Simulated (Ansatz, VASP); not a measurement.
# TaN: VASP beside Ansatz

Contents of INCAR:

```
SYSTEM = TaN
PREC = Accurate
ENCUT = 520
EDIFF = 1E-6
ISMEAR = 0
SIGMA = 0.15
LREAL = .False.
LASPH = .True.
NELM = 80
ALGO = Fast
ISIF = 2
LWAVE = .False.
LCHARG = .False.
GGA = PE
NBANDS = 24
```

The input KPOINTS:

```
Automatic mesh
0
Gamma
  20 20 12
  0 0 0
```

Contents of POSCAR:

```
TaN
1.0
    0.0000000000      0.0000000000      2.8977716017
    2.9501846798      0.0000000000      0.0000000000
    0.0000000000      5.1098697572      0.0000000000
Ta N
2 2
Direct
    0.5366026146      0.0359523314      0.3333333333
    0.4633973854      0.4640476686      0.8333333333
    0.0133020537      0.5139639759      0.5000000000
   -0.0133020537     -0.0139639759      0.0000000000
```

Input for Ansatz:

```yaml
crystal:
  lattice:
    - [0.0, 0.0, 2.8977716017]
    - [2.9501846798, 0.0, 0.0]
    - [0.0, 5.1098697572, 0.0]
  atoms:
    - { symbol: Ta, position: [0.5366026146, 0.0359523314, 0.3333333333] }
    - { symbol: Ta, position: [0.4633973854, 0.4640476686, 0.8333333333] }
    - { symbol: "N", position: [0.0133020537, 0.5139639759, 0.5] }
    - { symbol: "N", position: [-0.0133020537, -0.0139639759, 0.0] }
basis:
  ecutwfc: 420
kpoints:
  mp_grid: { grid: [20, 20, 12] }
hamiltonian:
  xc: pbe
scf:
  occupations: { method: gaussian, width: 0.15 }
output:
  forces: true
  stress: true
  eigenvalues: true
  write_density: true
  write_potential: true
  elf: true
  volumetric_format: npy
```

Change from the starting cell: mode 4 (173.4 1/cm) frozen in, largest displacement +0.150 Å.

Alike in both runs: task single point; functional PBE; k mesh 20 × 20 × 12; occupations gaussian, width 0.15 eV; no spin polarisation.

|  | VASP | Ansatz |
| --- | --- | --- |
| version | VASP 6.6.1 | Ansatz 0.2.0 |
| potentials or method | VASP PAW PBE potentials, release 64 (Ta_pv, N), cutoff 520 eV | scalar-relativistic, plane waves, PAW |
| valence electrons in the cell | 32 | 36 |

Ansatz gave:

| Property | Result |
| --- | --- |
| gap on the k mesh at the Fermi level (eV) | none |
| pressure (GPa) | 3.8 |
| traceless stress, the component that is largest in VASP (GPa) | 3.80 |
| rms of the force components (eV/Å) | 1.182 |

Problem. Which values does VASP return?

Solution. gap on the k mesh at the Fermi level (eV): none; pressure (GPa): 4.4; traceless stress, the component that is largest in VASP (GPa): 3.75; rms of the force components (eV/Å): 1.184.

Atom by atom the forces differ by 0.005 eV/Å (rms over components). A gap of «none» marks a metal or a gap that the smearing closes. VASP's potentials hold 32 valence electrons a cell and Ansatz's 36, so a difference there can come from the potentials and not from the codes.

Spin-orbit coupling is off throughout.
